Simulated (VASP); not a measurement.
Here is a VASP 6.6.1 calculation.

File INCAR:

```
PREC = Accurate ; ENCUT = 520
EDIFF = 1E-6 ; ISMEAR = 0
SIGMA = 0.1 ; LREAL = False
LASPH = True ; NELM = 80
ALGO = Normal ; ISIF = 2
LWAVE = False ; LCHARG = True
GGA = PE ; LELF = True
LVHAR = True ; NBANDS = 26
```

The input KPOINTS:

```
regular mesh
0
Gamma
  12 12 6
```

File POSCAR:

```
Zr2C3
1.0
    3.1504094923      0.0000000000      0.0000000000
   -1.5752047461      2.7283346527      0.0000000000
    0.0000000000      0.0000000000      6.7560279800
Zr C
2 3
Direct
    0.3333333333      0.6666666667      0.1973797141
    0.6666666667      0.3333333333      0.8026202859
    0.0000000000      0.0000000000      0.0000000000
    0.3333333333      0.6666666667      0.5415544818
    0.6666666667      0.3333333333      0.4584455182
```

Potentials or basis: VASP PAW PBE potentials, release 64 (Zr_sv, C).

Launch:

```bash
$ cat potpaw_PBE.64/Zr_sv/POTCAR potpaw_PBE.64/C/POTCAR > POTCAR
$ mpirun -np 1 vasp_std > vasp.out
```

Q: Estimate the band gap on the k mesh.

A: Zero (bands 18 and 19 overlap by 0.87 eV).

Q: What does it give for the pressure?

A: 0.2 GPa.

Q: Predict the largest force.

A: 0.008 eV/Å.

Forces in eV/Å, atoms in the order of the input:
```
Zr   0.000  0.000  0.001
Zr   0.000  0.000 -0.001
C    0.000  0.000  0.000
C    0.000  0.000  0.008
C    0.000  0.000 -0.008
```
